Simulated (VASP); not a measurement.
# Cl in VASP: notebook

The runs below take Cl through single point, relaxation of the atoms, with PBE.

Program: VASP 6.6.1. These are calculated values, not measurements. Logs are shortened: lines on timing, memory, paths and dates and some standing lists are left out, and cuts for length are marked.

## 1. The cell of the first run

The cell holds a disordered packing, 16 atoms: a = 8.434 Å, b = 8.434 Å, c = 8.434 Å, α = 90.00°, β = 90.00°, γ = 90.00°.

## 2. Single point, PBE

Input file INCAR:

```
ALGO = Normal
EDIFF = 1E-6
ENCUT = 520
GGA = PE
ISIF = 2
ISMEAR = -1
LASPH = True
LCHARG = False
LREAL = Auto
LWAVE = False
NBANDS = 70
NELM = 100
PREC = Accurate
SIGMA = 0.05
```

Input file KPOINTS:

```
k-points
0
Gamma
  1 1 1
```

Input file POSCAR:

```
Cl
1.0
    8.4343270000      0.0000000000      0.0000000000
    0.0000000000      8.4343270000      0.0000000000
    0.0000000000      0.0000000000      8.4343270000
Cl
16
Direct
    1.0063645803      0.1378440006      0.3230652948
    0.9912795537      0.1183320928      0.0802315091
    0.5724096618      0.3468829969      0.4526993146
    0.3469382190      0.2906101727      0.3935773591
    0.1223695883      0.3672255627      0.7587656383
    0.0132480835      0.1582986970      0.7212630891
    0.4798335953      0.7713578617      0.5690826121
    0.4889253903      0.7672375228      0.3231270798
    0.9205829474      0.6275089082      0.1906546929
    0.7796525662      0.5414297050      0.0200729623
    0.4747105935      0.2402197016      1.0639307382
    0.5773015742      0.2031466262      0.8513646826
    0.2601689019      0.8814150147      0.9799408779
    0.4695932600      0.7614644319      0.9697303828
    0.1014137970      0.7576712618      0.5807132950
   -0.1445501125      0.7669552433      0.5920955715
```

Potentials or basis: VASP PAW PBE potentials, release 64 (Cl).

Started as:

```
> cat potpaw_PBE.64/Cl/POTCAR > POTCAR
> mpirun -np 1 vasp_gam > vasp.out
```

OUTCAR:

```text
EDIFF = 1E-6
   ENCUT = 520
   GGA = PE
   ISIF = 2
   ISMEAR = -1
   LASPH = True
   LREAL = Auto
   NELM = 100
   PREC = Accurate

 ion  position               nearest neighbor table
   1  0.006  0.138  0.323-   2 2.06
   2  0.991  0.118  0.080-   1 2.06
   3  0.572  0.347  0.453-   4 2.02
   4  0.347  0.291  0.394-   3 2.02
   5  0.122  0.367  0.759-   6 2.01
   6  0.013  0.158  0.721-   5 2.01
[... 8 lines left out ...]
  15  0.101  0.758  0.581-  16 2.08
  16  0.855  0.767  0.592-  15 2.08

  LATTYP: Found a simple cubic cell.
 ALAT       =     8.4343270000

  Lattice vectors:

 A1 = (   8.4343270000,   0.0000000000,   0.0000000000)
 A2 = (   0.0000000000,   8.4343270000,   0.0000000000)
 A3 = (   0.0000000000,   0.0000000000,   8.4343270000)

Analysis of symmetry for initial positions (statically):
=====================================================================
 Subroutine PRICEL returns:
 Original cell was already a primitive cell.

 Routine SETGRP: Setting up the symmetry group for a
 simple cubic supercell.

 Subroutine GETGRP returns: Found  1 space group operations
 (whereof  1 operations were pure point group operations)
 out of a pool of 48 trial point group operations.

The static configuration has the point symmetry C_1 .

Analysis of symmetry for dynamics (positions and initial velocities):
=====================================================================
 Subroutine PRICEL returns:
 Original cell was already a primitive cell.

 Routine SETGRP: Setting up the symmetry group for a
 simple cubic supercell.

 Subroutine GETGRP returns: Found  1 space group operations
 (whereof  1 operations were pure point group operations)
 out of a pool of 48 trial point group operations.

The dynamic configuration has the point symmetry C_1 .

 Subroutine INISYM returns: Found  1 space group operations
 (whereof  1 operations are pure point group operations),
 and found     1 'primitive' translations

----------------------------------------------------------------------------------------

                                     Primitive cell

  volume of cell :     600.0001

  direct lattice vectors                    reciprocal lattice vectors
     8.434327000  0.000000000  0.000000000     0.118563105  0.000000000  0.000000000
     0.000000000  8.434327000  0.000000000     0.000000000  0.118563105  0.000000000
     0.000000000  0.000000000  8.434327000     0.000000000  0.000000000  0.118563105

  length of vectors
     8.434327000  8.434327000  8.434327000     0.118563105  0.118563105  0.118563105

  position of ions in fractional coordinates (direct lattice)
     0.006364580  0.137844001  0.323065295
     0.991279554  0.118332093  0.080231509
     0.572409662  0.346882997  0.452699315
     0.346938219  0.290610173  0.393577359
     0.122369588  0.367225563  0.758765638
     0.013248084  0.158298697  0.721263089
[... 8 lines left out ...]
     0.101413797  0.757671262  0.580713295
     0.855449888  0.766955243  0.592095572

  ion indices of the primitive-cell ions
   primitive index   ion index
                 1           1
                 2           2
                 3           3
                 4           4
                 5           5
                 6           6
[... 8 lines left out ...]
                15          15
                16          16

----------------------------------------------------------------------------------------

 KPOINTS: k-points

Automatic generation of k-mesh.
 Grid dimensions read from file:
 generate k-points for:    1    1    1

 Generating k-lattice:

  Cartesian coordinates                     Fractional coordinates (reciprocal lattice)
     0.118563105  0.000000000  0.000000000     1.000000000  0.000000000  0.000000000
     0.000000000  0.118563105  0.000000000     0.000000000  1.000000000  0.000000000
     0.000000000  0.000000000  0.118563105     0.000000000  0.000000000  1.000000000

  Length of vectors
     0.118563105  0.118563105  0.118563105

  Shift w.r.t. Gamma in fractional coordinates (k-lattice)
     0.000000000  0.000000000  0.000000000

 Subroutine IBZKPT returns following result:
 ===========================================

 Found      1 irreducible k-points:

 Following reciprocal coordinates:
            Coordinates               Weight
  0.000000  0.000000  0.000000      1.000000
   k-points           NKPTS =      1   k-points in BZ     NKDIM =      1   number of bands    NBANDS=     70
   number of dos      NEDOS =    301   number of ions     NIONS =     16
   total plane-waves  NPLWV = 262144
   dimension x,y,z NGX =    64 NGY =   64 NGZ =   64
   dimension x,y,z NGXF=   128 NGYF=  128 NGZF=  128
   ions per type =              16
   NGX,Y,Z   is equivalent  to a cutoff of  12.61, 12.61, 12.61 a.u.
   NGXF,Y,Z  is equivalent  to a cutoff of  25.23, 25.23, 25.23 a.u.
 SYSTEM =  unknown system
   PREC   = accura    normal or accurate (medium, high low for compatibility)
   ISTART =      0    job   : 0-new  1-cont  2-samecut
   ICHARG =      2    charge: 1-file 2-atom 10-const
   ISPIN  =      1    spin polarized calculation?
   LNONCOLLINEAR =      F non collinear calculations
   LSORBIT =      F    spin-orbit coupling
   LASPH  =      T    aspherical Exc in radial PAW
   ENCUT  =  520.0 eV  38.22 Ry    6.18 a.u.  15.68 15.68 15.68*2*pi/ulx,y,z
   NELM   =    100;   NELMIN=  2; NELMDL= -5     # of ELM steps
   EDIFF  = 0.1E-05   stopping-criterion for ELM
   LREAL  =      T    real-space projection
   EDIFFG = 0.1E-04   stopping-criterion for IOM
   NSW    =      0    number of steps for IOM
[... 5 lines left out ...]
   TEBEG  =    0.0;   TEEND  =   0.0 temperature during run
   PSTRESS=    0.0 pullay stress
   NELECT =     112.0000    total number of electrons
   NUPDOWN=      -1.0000    fix difference up-down
   EMIN   =  10.00;   EMAX   =-10.00  energy-range for DOS
   EFERMI =   0.00;   METHOD = LEGACY
   ISMEAR =    -1;   SIGMA  =   0.05  broadening in eV -4-tet -1-fermi 0-gaus
   EFERMI_NEDOS =   21; number of points for ismear=-14 and -15
   IALGO  =     38    algorithm
   IMIX   =      4    mixing-type and parameters
     AMIX     =   0.40;   BMIX     =  1.00
     AMIX_MAG =   1.60;   BMIX_MAG =  1.00
  volume/ion in A,a.u.               =      37.50       253.06
  Fermi-wavevector in a.u.,A,eV,Ry     =   0.935615  1.768056 11.910200  0.875375
  Thomas-Fermi vector in A             =   2.062540
   LORBIT       =      0    0 simple, 1 ext, 2 COOP (PROOUT), +10 PAW based schemes
   GGA     = PE    functional components
   LHFCALC =     F    Hartree Fock is set to
   AEXX    =    0.0000 exact exchange contribution
   IVDW    =     0    specifies the selected vdW correction
   LEPSILON=     F    determine dielectric tensor
   LRPA    =     F    only Hartree local field effects (RPA)
 non-spin polarized calculation
  energy-cutoff  :      520.00
  volume of cell :      600.00
 maximum number of plane-waves:      8068
 NGX is ok and might be reduce to    64
   NGX = 31   NGY = 31   NGZ = 31

 number of electron     111.9999999 magnetization

 Free energy of the ion-electron system (eV)
  ---------------------------------------------------
  ext. energy  EPLUGINS =         0.00000000
  ---------------------------------------------------
  free energy    TOTEN  =       -29.90394491 eV

  energy without entropy =      -29.90394491  energy(sigma->0) =      -29.90394491

 E-fermi :  -0.9009     XC(G=0):  -6.5736

 val. band max:       -2.0332988787   @ k =   0.0000   0.0000   0.0000
 cond. band min:       0.2394832168   @ k =   0.0000   0.0000   0.0000
 fundamental gap:      2.2727820955
 Fermi energy:        -0.9008736226

 k-point     1 :       0.0000    0.0000    0.0000
  band No.  band energies     occupation
      1     -18.9200      2.00000
      2     -18.5977      2.00000
      3     -18.5205      2.00000
      4     -18.4203      2.00000
      5     -18.2314      2.00000
      6     -18.1848      2.00000
[... 60 lines left out ...]
     67       5.7846      0.00000
     68       5.8457      0.00000
 [bands above 68 left out]

------------------------ aborting loop because EDIFF is reached ----------------------------------------

  FORCE on cell =-STRESS in cart. coord.  units (eV):
  Direction    XX          YY          ZZ          XY          YZ          ZX
  --------------------------------------------------------------------------------------
  -------------------------------------------------------------------------------------
  Total       -4.1265811      0.2814012     -5.5671527     -0.0179206     -0.4037790     -0.4063790
  in kB      -11.0191897      0.7514244    -14.8659414     -0.0478534     -1.0782092     -1.0851519
  external PRESSURE =      -8.3779023 kB  Pullay stress =       0.0000000 kB

 VOLUME and BASIS-vectors are now :
 -----------------------------------------------------------------------------
  energy-cutoff  :      520.00
  volume of cell :      600.00
      direct lattice vectors                 reciprocal lattice vectors
     8.434327000  0.000000000  0.000000000     0.118563105  0.000000000  0.000000000
     0.000000000  8.434327000  0.000000000     0.000000000  0.118563105  0.000000000
     0.000000000  0.000000000  8.434327000     0.000000000  0.000000000  0.118563105

 POSITION                                       TOTAL-FORCE (eV/Angst)
 -----------------------------------------------------------------------------------
      0.05368      1.16262      2.72484        -0.000403      0.031751     -0.172778
      8.36078      0.99805      0.67670         0.020721      0.069254      0.209936
      4.82789      2.92572      3.81821        -0.180159     -0.072840     -0.085345
      2.92619      2.45110      3.31956         0.225974     -0.044907      0.075418
      1.03211      3.09730      6.39968        -0.188834     -0.234303     -0.128462
      0.11174      1.33514      6.08337         0.137091      0.209290      0.014426
[... 8 lines left out ...]
      0.85536      6.39045      4.89793        -0.214226      0.040632      0.045091
      7.21514      6.46875      4.99393         0.201968     -0.026401      0.000083
 -----------------------------------------------------------------------------------
    total drift:                                0.001238      0.002733      0.002724

  FREE ENERGIE OF THE ION-ELECTRON SYSTEM (eV)
  ---------------------------------------------------
  free  energy   TOTEN  =       -29.9039449104 eV

  energy  without entropy=      -29.9039449097  energy(sigma->0) =      -29.90394491
```

Wall time 1.7 min (1 thread of Intel Xeon Platinum 8175M at 2.50GHz (Skylake/Cascade Lake), shared host); peak memory 0.49 GiB.

Results:

- Free energy: -29.9039 eV
- Pressure: -0.8 GPa
- Largest force: 0.327 eV/Å

Forces in eV/Å, atoms in the order of the input:
```
Cl   0.000  0.032 -0.173
Cl   0.021  0.069  0.210
Cl  -0.180 -0.073 -0.085
Cl   0.226 -0.045  0.075
Cl  -0.189 -0.234 -0.128
Cl   0.137  0.209  0.014
Cl   0.025 -0.041 -0.129
Cl  -0.042 -0.004  0.181
Cl  -0.112 -0.047 -0.171
Cl   0.116  0.071  0.112
Cl   0.078 -0.023 -0.169
Cl  -0.098  0.069  0.129
Cl   0.189 -0.089  0.058
Cl  -0.158  0.092  0.030
Cl  -0.214  0.041  0.045
Cl   0.202 -0.026  0.000
```

Levels at points of the mesh, in eV from the Fermi level:
| k point | band 52 | band 53 | band 54 | band 55 | band 56 | band 57 | band 58 | band 59 | band 60 | band 61 |
| --- | --- | --- | --- | --- | --- | --- | --- | --- | --- | --- |
| (0.00, 0.00, 0.00) | -1.40 | -1.39 | -1.33 | -1.26 | -1.13 | 1.14 | 1.24 | 1.41 | 1.44 | 1.58 |

Caveat: the k points lie up to 0.74 Å⁻¹ apart.

## 3. Relaxation of the atoms, PBE

Input file INCAR:

```
SYSTEM = Cl
ALGO = Normal
EDIFF = 1E-7
EDIFFG = -0.3
ENCUT = 520
GGA = PE
IBRION = 2
ISIF = 2
ISMEAR = -1
LASPH = .TRUE.
LCHARG = .FALSE.
LREAL = Auto
LWAVE = .FALSE.
NELM = 100
NSW = 35
PREC = Accurate
SIGMA = 0.05
```

Input file KPOINTS:

```
k-points
0
G
  1 1 1
  0 0 0
```

Input file POSCAR:

```
Cl
1.0
    8.4343270000      0.0000000000      0.0000000000
    0.0000000000      8.4343270000      0.0000000000
    0.0000000000      0.0000000000      8.4343270000
Cl
16
Direct
    0.9990879000     -0.0205158000      0.3489954000
    0.9549492000      0.0517707000      0.1255978000
    0.4974431000      0.3330764000      0.4783997000
    0.2678527000      0.3393117000      0.4126014000
    0.0685615000      0.4535978000      0.8727990000
    0.0202175000      0.2504679000      0.7566905000
    0.4780612000      0.8925644000      0.4697040000
    0.5635478000      0.8627142000      0.2486133000
    0.8550170000      0.6431054000      0.2299671000
    0.7398757000      0.5360147000      0.0500945000
    0.5379363000      0.2183752000      1.0917772000
    0.6417109000      0.1771400000      0.8805651000
    0.2526687000      0.8246372000      0.8450717000
    0.4526371000      0.6970402000      0.8735618000
    0.1438391000      0.7350191000      0.5029911000
   -0.0131635000      0.7432807000      0.6828855000
```

Potentials or basis: VASP PAW PBE potentials, release 64 (Cl).

Started as:

```
> cat potpaw_PBE.64/Cl/POTCAR > POTCAR
> mpirun -np 1 vasp_gam > vasp.out
```

It took 22 min on 1 thread of Intel Xeon Platinum 8175M at 2.50GHz (Skylake/Cascade Lake), shared host; peak memory 0.57 GiB.

The run converged. Its results:

```
Free energy                  : -29.0216 eV
Energy gained by relaxing    : 91.2 meV/atom
Ionic steps                  : 21
Pressure after relaxing      : 0.5 GPa
Largest force after relaxing : 0.295 eV/Å
```

Forces on the atoms (eV/Å):
```
Cl  -0.017  0.041  0.117
Cl   0.042 -0.138 -0.002
Cl   0.052  0.087  0.002
Cl   0.016 -0.044 -0.052
Cl   0.003  0.130 -0.156
Cl  -0.077 -0.090 -0.058
Cl  -0.041 -0.097  0.275
Cl   0.099 -0.084 -0.128
Cl   0.054  0.038 -0.025
Cl  -0.013 -0.049 -0.064
Cl   0.125  0.056  0.131
Cl  -0.030  0.037 -0.060
Cl  -0.097 -0.056 -0.147
Cl  -0.104  0.089  0.114
Cl   0.189  0.045 -0.006
Cl  -0.201  0.035  0.060
```

Stress tensor (GPa, compression positive):
```
 0.49  0.02  0.19
 0.02  0.57 -0.12
 0.19 -0.12  0.46
```

The path:
```csv
step,energy change (eV),largest force (eV/Å),pressure (GPa)
1,0.0000,1.5297,1.27
2,-0.2801,1.2266,2.09
3,-0.2958,1.2745,2.38
4,-0.5083,0.8997,1.94
5,-0.8359,0.8770,0.74
6,-0.8498,1.1418,0.47
7,-0.9891,0.5484,0.72
8,-1.0487,0.8072,1.06
9,-1.1313,0.3328,0.78
10,-1.1394,0.6422,0.66
11,-1.1986,0.5037,0.45
12,-1.2197,0.9320,0.22
13,-1.2884,0.3950,0.56
14,-1.2969,0.6035,0.73
15,-1.3340,0.4407,0.63
16,-1.3358,0.5379,0.60
17,-1.3719,0.4399,0.34
18,-1.3790,0.5196,0.17
19,-1.4158,0.4606,0.29
20,-1.4304,0.4296,0.43
21,-1.4594,0.2947,0.51
```

Final structure:
```xyz
16
Lattice="8.4343 0.0000 0.0000 0.0000 8.4343 0.0000 0.0000 0.0000 8.4343" Properties=species:S:1:pos:R:3 pbc="T T T"
Cl    8.3150    0.4987    2.6103
Cl    8.0078    0.8250    0.6590
Cl    4.3179    2.9530    4.0465
Cl    2.4768    2.7616    3.3029
Cl    1.2484    3.1912    7.4292
Cl    0.2946    1.8627    6.2988
Cl    4.2346    7.3795    4.2540
Cl    4.2757    6.9380    2.2994
Cl    8.0306    5.0784    1.6983
Cl    6.4432    4.3876    0.7167
Cl    3.9992    1.9404    0.4726
Cl    5.0697    1.5198    7.2792
Cl    2.4640    7.3615    7.8639
Cl    4.2419    6.4609    7.6195
Cl    0.5842    5.5054    4.8742
Cl    7.3530    6.5976    4.9563
```

Levels at points of the mesh, in eV from the Fermi level:
```tsv
k point	band 54	band 55	band 56	band 57	band 58	band 59
(0.00, 0.00, 0.00)	-1.33	-1.28	-1.20	1.19	1.27	1.43
```

Caveat: the k points lie up to 0.74 Å⁻¹ apart; the relaxation stopped at a loose force limit of 0.3 eV/Å, so its end isn't a converged minimum.
